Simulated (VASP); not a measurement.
# Au (R-3c) in VASP: single point with PBE

Aim: the single point of Au with PBE.

Everything below comes from runs of VASP 6.6.1. Logs are shortened: lines on timing, memory, paths and dates and some standing lists are left out, and cuts for length are marked.

### 1 The cell of the first run

It takes space group R-3c (No. 167, trigonal). The conventional cell has a = 9.064 Å, b = 9.064 Å, c = 4.718 Å, α = 90.00°, β = 90.00°, γ = 120.00°. Within 3.7 Å of Au (site symmetry 2) lie 10 Au at 2.81 to 2.98 Å.

### 2 Single point, PBE

Contents of INCAR:

```
PREC = Accurate ; ENCUT = 520
EDIFF = 1E-6 ; ISMEAR = 0
SIGMA = 0.1 ; LREAL = F
LASPH = T ; NELM = 100
ALGO = Fast ; ISIF = 2
LWAVE = F ; LCHARG = F
GGA = PE ; NBANDS = 42
```

Contents of KPOINTS:

```
regular mesh
0
Gamma
  9 9 9
```

Contents of POSCAR:

```
Au
1.0
    4.5322047343      2.6166696234      1.5727237657
   -4.5322047343      2.6166696234      1.5727237657
    0.0000000000     -5.2333392468      1.5727237657
Au
6
Direct
    0.4350633768      0.2500000000      0.0649366232
    0.0649366232      0.4350633768      0.2500000000
    0.2500000000      0.0649366232      0.4350633768
    0.5649366232      0.7500000000      0.9350633768
    0.9350633768      0.5649366232      0.7500000000
    0.7500000000      0.9350633768      0.5649366232
```

Potentials or basis: VASP PAW PBE potentials, release 64 (Au).

Command:

```
$ cat potpaw_PBE.64/Au/POTCAR > POTCAR
$ mpirun -np 1 vasp_std > vasp.out
```

OUTCAR:

```text
PREC = Accurate
   ENCUT = 520
   EDIFF = 1E-6
   ISMEAR = 0
   LREAL = F
   LASPH = T
   NELM = 100
   ISIF = 2
   GGA = PE

 ion  position               nearest neighbor table
   1  0.435  0.250  0.065-   2 2.81   3 2.81   6 2.89   6 2.89   5 2.89   5 2.89   2 2.91   3 2.91
                             4 2.98   4 2.98
   2  0.065  0.435  0.250-   3 2.81   1 2.81   4 2.89   6 2.89   6 2.89   4 2.89   3 2.91   1 2.91
                             5 2.98   5 2.98
   3  0.250  0.065  0.435-   2 2.81   1 2.81   4 2.89   4 2.89   5 2.89   5 2.89   2 2.91   1 2.91
                             6 2.98   6 2.98
   4  0.565  0.750  0.935-   5 2.81   6 2.81   3 2.89   3 2.89   2 2.89   2 2.89   5 2.91   6 2.91
                             1 2.98   1 2.98
   5  0.935  0.565  0.750-   4 2.81   6 2.81   3 2.89   1 2.89   1 2.89   3 2.89   6 2.91   4 2.91
                             2 2.98   2 2.98
   6  0.750  0.935  0.565-   5 2.81   4 2.81   1 2.89   1 2.89   2 2.89   2 2.89   5 2.91   4 2.91
                             3 2.98   3 2.98

  LATTYP: Found a trigonal (rhomboedric) cell.
 ALAT       =     5.4645493606
 COS(alpha) =    -0.3757525593

  Lattice vectors:

 A1 = (   4.5322047343,   2.6166696234,   1.5727237657)
 A2 = (  -4.5322047343,   2.6166696234,   1.5727237657)
 A3 = (   0.0000000000,  -5.2333392468,   1.5727237657)

Analysis of symmetry for initial positions (statically):
=====================================================================
 Subroutine PRICEL returns:
 Original cell was already a primitive cell.

 Routine SETGRP: Setting up the symmetry group for a
 trigonal (rhombohedral) supercell.

 Subroutine GETGRP returns: Found 12 space group operations
 (whereof  6 operations were pure point group operations)
 out of a pool of 12 trial point group operations.

The static configuration has the point symmetry S_6 .
 The point group associated with its full space group is D_3d.

Analysis of symmetry for dynamics (positions and initial velocities):
=====================================================================
 Subroutine PRICEL returns:
 Original cell was already a primitive cell.

 Routine SETGRP: Setting up the symmetry group for a
 trigonal (rhombohedral) supercell.

 Subroutine GETGRP returns: Found 12 space group operations
 (whereof  6 operations were pure point group operations)
 out of a pool of 12 trial point group operations.

The dynamic configuration has the point symmetry S_6 .
 The point group associated with its full space group is D_3d.

 Subroutine INISYM returns: Found 12 space group operations
 (whereof  6 operations are pure point group operations),
 and found     1 'primitive' translations

----------------------------------------------------------------------------------------

                                     Primitive cell

  volume of cell :     111.9083

  direct lattice vectors                    reciprocal lattice vectors
     4.532204734  2.616669623  1.572723766     0.110321583  0.063694196  0.211946523
    -4.532204734  2.616669623  1.572723766    -0.110321583  0.063694196  0.211946523
     0.000000000 -5.233339247  1.572723766     0.000000000 -0.127388391  0.211946523

  length of vectors
     5.464549361  5.464549361  5.464549361     0.247283503  0.247283503  0.247283503

  position of ions in fractional coordinates (direct lattice)
     0.435063377  0.250000000  0.064936623
     0.064936623  0.435063377  0.250000000
     0.250000000  0.064936623  0.435063377
     0.564936623  0.750000000  0.935063377
     0.935063377  0.564936623  0.750000000
     0.750000000  0.935063377  0.564936623

  ion indices of the primitive-cell ions
   primitive index   ion index
                 1           1
                 2           2
                 3           3
                 4           4
                 5           5
                 6           6

----------------------------------------------------------------------------------------

 KPOINTS: regular mesh

Automatic generation of k-mesh.
 Grid dimensions read from file:
 generate k-points for:    9    9    9

 Generating k-lattice:

  Cartesian coordinates                     Fractional coordinates (reciprocal lattice)
     0.012257954  0.007077133  0.023549614     0.111111111  0.000000000 -0.000000000
    -0.012257954  0.007077133  0.023549614     0.000000000  0.111111111 -0.000000000
     0.000000000 -0.014154266  0.023549614    -0.000000000 -0.000000000  0.111111111

  Length of vectors
     0.027475945  0.027475945  0.027475945

  Shift w.r.t. Gamma in fractional coordinates (k-lattice)
     0.000000000  0.000000000  0.000000000

 Subroutine IBZKPT returns following result:
 ===========================================

 Found     85 irreducible k-points:

 Following reciprocal coordinates:
            Coordinates               Weight
  0.000000  0.000000  0.000000      1.000000
  0.111111  0.000000  0.000000      6.000000
  0.222222  0.000000  0.000000      6.000000
  0.333333  0.000000  0.000000      6.000000
  0.444444  0.000000  0.000000      6.000000
  0.111111  0.111111  0.000000      6.000000
[... 16 lines left out ...]
 -0.333333  0.333333  0.000000      6.000000
  0.444444  0.444444  0.000000      6.000000
 [... further k-points ...]
   k-points           NKPTS =     85   k-points in BZ     NKDIM =     85   number of bands    NBANDS=     42
   number of dos      NEDOS =    301   number of ions     NIONS =      6
   total plane-waves  NPLWV =  74088
   dimension x,y,z NGX =    42 NGY =   42 NGZ =   42
   dimension x,y,z NGXF=    84 NGYF=   84 NGZF=   84
   ions per type =               6
   NGX,Y,Z   is equivalent  to a cutoff of  12.78, 12.78, 12.78 a.u.
   NGXF,Y,Z  is equivalent  to a cutoff of  25.56, 25.56, 25.56 a.u.
 SYSTEM =  unknown system
   PREC   = accura    normal or accurate (medium, high low for compatibility)
   ISTART =      0    job   : 0-new  1-cont  2-samecut
   ICHARG =      2    charge: 1-file 2-atom 10-const
   ISPIN  =      1    spin polarized calculation?
   LNONCOLLINEAR =      F non collinear calculations
   LSORBIT =      F    spin-orbit coupling
   LASPH  =      T    aspherical Exc in radial PAW
   ENCUT  =  520.0 eV  38.22 Ry    6.18 a.u.  10.16 10.16 10.16*2*pi/ulx,y,z
   NELM   =    100;   NELMIN=  2; NELMDL= -5     # of ELM steps
   EDIFF  = 0.1E-05   stopping-criterion for ELM
   LREAL  =      F    real-space projection
   EDIFFG = 0.1E-04   stopping-criterion for IOM
   NSW    =      0    number of steps for IOM
   IBRION =     -1    ionic relax: 0-MD 1-quasi-New 2-CG
   NFREE  =      0    steps in history (QN), initial steepest desc. (CG)
   ISIF   =      2    stress and relaxation
   ISYM   =      2    0-nonsym 1-usesym 2-fastsym
   POTIM  = 0.5000    time-step for ionic-motion
   TEBEG  =    0.0;   TEEND  =   0.0 temperature during run
   PSTRESS=    0.0 pullay stress
   NELECT =      66.0000    total number of electrons
   NUPDOWN=      -1.0000    fix difference up-down
   EMIN   =  10.00;   EMAX   =-10.00  energy-range for DOS
   EFERMI =   0.00;   METHOD = LEGACY
   ISMEAR =     0;   SIGMA  =   0.10  broadening in eV -4-tet -1-fermi 0-gaus
   EFERMI_NEDOS =   21; number of points for ismear=-14 and -15
   IALGO  =     68    algorithm
   IMIX   =      4    mixing-type and parameters
     AMIX     =   0.40;   BMIX     =  1.00
     AMIX_MAG =   1.60;   BMIX_MAG =  1.00
  volume/ion in A,a.u.               =      18.65       125.87
  Fermi-wavevector in a.u.,A,eV,Ry     =   1.372889  2.594384 25.644592  1.884824
  Thomas-Fermi vector in A             =   2.498455
   LORBIT       =      0    0 simple, 1 ext, 2 COOP (PROOUT), +10 PAW based schemes
   GGA     = PE    functional components
   LHFCALC =     F    Hartree Fock is set to
   AEXX    =    0.0000 exact exchange contribution
   IVDW    =     0    specifies the selected vdW correction
   LEPSILON=     F    determine dielectric tensor
   LRPA    =     F    only Hartree local field effects (RPA)
 non-spin polarized calculation
 RMM-DIIS sequential band-by-band and
 Gauss-broadening in eV      SIGMA  =   0.10
  energy-cutoff  :      520.00
  volume of cell :      111.91
 maximum number of plane-waves:      3045
 NGX is ok and might be reduce to    42
   NGX = 21   NGY = 21   NGZ = 21

 number of electron      65.9999997 magnetization

 Free energy of the ion-electron system (eV)
  ---------------------------------------------------
  ext. energy  EPLUGINS =         0.00000000
  ---------------------------------------------------
  free energy    TOTEN  =       -18.99553552 eV

  energy without entropy =      -18.98566103  energy(sigma->0) =      -18.99059828

 E-fermi :   7.9575     XC(G=0): -12.1448

 val. band max:        7.9504133407   @ k =  -0.4444  -0.4444   0.1111
 cond. band min:       7.9589324247   @ k =  -0.4444  -0.4444   0.3333
 fundamental gap:      0.0085190840
 Fermi energy:         7.9574572094

 k-point     1 :       0.0000    0.0000    0.0000
  band No.  band energies     occupation
      1      -0.9168      2.00000
      2       2.2033      2.00000
      3       2.2033      2.00000
      4       2.2616      2.00000
      5       2.5874      2.00000
      6       2.6363      2.00000
[... 34 lines left out ...]
     41      12.9300      0.00000
     42      13.4135      0.00000

 k-point     2 :       0.1111    0.0000    0.0000
  band No.  band energies     occupation
      1      -0.7725      2.00000
      2       2.1209      2.00000
      3       2.1881      2.00000
      4       2.2762      2.00000
      5       2.4144      2.00000
      6       2.6605      2.00000
[... 34 lines left out ...]
     41      14.3796      0.00000
     42      14.7003      0.00000

 k-point     3 :       0.2222    0.0000    0.0000
  band No.  band energies     occupation
      1      -0.3542      2.00000
      2       1.9698      2.00000
      3       2.0237      2.00000
      4       2.2112      2.00000
      5       2.5651      2.00000
      6       2.7309      2.00000
[... 34 lines left out ...]
     41      15.6101      0.00000
     42      16.2444      0.00000

 k-point     4 :       0.3333    0.0000    0.0000
  band No.  band energies     occupation
      1       0.2862      2.00000
      2       1.7933      2.00000
      3       1.9530      2.00000
      4       2.1493      2.00000
      5       2.3435      2.00000
      6       2.5983      2.00000
[... 844 lines left out ...]
     41      15.3698      0.00000
     42      16.2215      0.00000

 k-point    23 :      -0.3333    0.3333    0.0000
  band No.  band energies     occupation
      1       0.0445      2.00000
      2       1.7246      2.00000
      3       2.1890      2.00000
      4       2.2141      2.00000
      5       2.2290      2.00000
      6       2.3126      2.00000
[... 34 lines left out ...]
     41      15.8750      0.00000
     42      16.0335      0.00000

 k-point    24 :       0.4444    0.4444    0.0000
  band No.  band energies     occupation
      1       0.9444      2.00000
      2       1.1891      2.00000
      3       2.0494      2.00000
      4       2.1050      2.00000
      5       2.2467      2.00000
      6       2.2608      2.00000
[... 34 lines left out ...]
     41      15.7476      0.00000
     42      16.2099      0.00000

 [... further k-points ...]
[... 5 lines left out ...]
  --------------------------------------------------------------------------------------
  -------------------------------------------------------------------------------------
  Total       -0.1242216     -0.1242216     -0.1206940     -0.0000000      0.0000000      0.0000000
  in kB       -1.7784659     -1.7784659     -1.7279622     -0.0000000      0.0000000      0.0000000
  external PRESSURE =      -1.7616313 kB  Pullay stress =       0.0000000 kB

 VOLUME and BASIS-vectors are now :
 -----------------------------------------------------------------------------
  energy-cutoff  :      520.00
  volume of cell :      111.91
      direct lattice vectors                 reciprocal lattice vectors
     4.532204734  2.616669623  1.572723766     0.110321583  0.063694196  0.211946523
    -4.532204734  2.616669623  1.572723766    -0.110321583  0.063694196  0.211946523
     0.000000000 -5.233339247  1.572723766     0.000000000 -0.127388391  0.211946523

 POSITION                                       TOTAL-FORCE (eV/Angst)
 -----------------------------------------------------------------------------------
      0.83875      1.45275      1.17954        -0.000635     -0.001099     -0.000000
     -1.67749      0.00000      1.17954         0.001270     -0.000000      0.000000
      0.83875     -1.45275      1.17954        -0.000635      0.001099     -0.000000
     -0.83875     -1.45275      3.53863         0.000635      0.001099     -0.000000
      1.67749      0.00000      3.53863        -0.001270     -0.000000      0.000000
     -0.83875      1.45275      3.53863         0.000635     -0.001099     -0.000000
 -----------------------------------------------------------------------------------
    total drift:                               -0.000000     -0.000000      0.000000

  FREE ENERGIE OF THE ION-ELECTRON SYSTEM (eV)
  ---------------------------------------------------
  free  energy   TOTEN  =       -18.9955355204 eV

  energy  without entropy=      -18.9856610298  energy(sigma->0) =      -18.99059828
```

It took 4.4 min on 1 thread of AMD EPYC 9R45 (Zen 5), shared host; peak memory 0.4 GiB.

What came out:

```yaml
Free_energy: -18.9955 eV
Pressure: -0.2 GPa
Band_gap_on_the_k_mesh: zero (bands 33 and 34 overlap by 3.15 eV)
```

Caveat: spin-orbit coupling is left out, which moves the levels of the heavy elements.
